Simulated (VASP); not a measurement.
InAs (rocksalt type):

```xyz
2
Lattice="0.0000 2.7339 2.7339 2.7339 0.0000 2.7339 2.7339 2.7339 0.0000" Properties=species:S:1:pos:R:3 pbc="T T T"
In    0.0000    0.0000    0.0000
As    2.7339    2.7339    2.7339
```

```yaml
Program: VASP 6.6.1
Task: relaxation of cell and atoms
Functional: PBE
Potentials_or_basis: VASP PAW PBE potentials, release 64 (In_d, As)
Cutoff: 600 eV
k_mesh: 13 × 13 × 13
Occupations: fermi-dirac, width 0.1 eV
Spin: no spin polarisation
```

At the start: pressure 13.7 GPa; volume 20.43 Å³/atom.

Problem. Where does the relaxation end?

Solution. Over 5 steps the energy falls by 123.0 meV/atom and the volume is 23.81 Å³/atom (+16.5 %); space group Fm-3m (No. 225, to 0.05 Å).

The path:
| step | energy change (eV) | largest force (eV/Å) | pressure (GPa) | volume (Å³) |
| --- | --- | --- | --- | --- |
| 1 | 0.0000 | 0.0000 | 13.67 | 40.87 |
| 2 | -0.1796 | 0.0000 | -4.38 | 52.07 |
| 3 | -0.2459 | 0.0000 | 0.07 | 47.58 |
| 4 | -0.2459 | 0.0000 | -0.11 | 47.72 |
| 5 | -0.2459 | 0.0000 | 0.01 | 47.61 |

Final structure:
```
In As
1.0
     0.00000    2.87672    2.87672
     2.87672    0.00000    2.87672
     2.87672    2.87672    0.00000
In As
1 1
Direct
  0.00000 0.00000 0.00000
  0.50000 0.50000 0.50000
```

Caveat: the volume moved by over 15 % at a fixed basis, so the end points are rough.
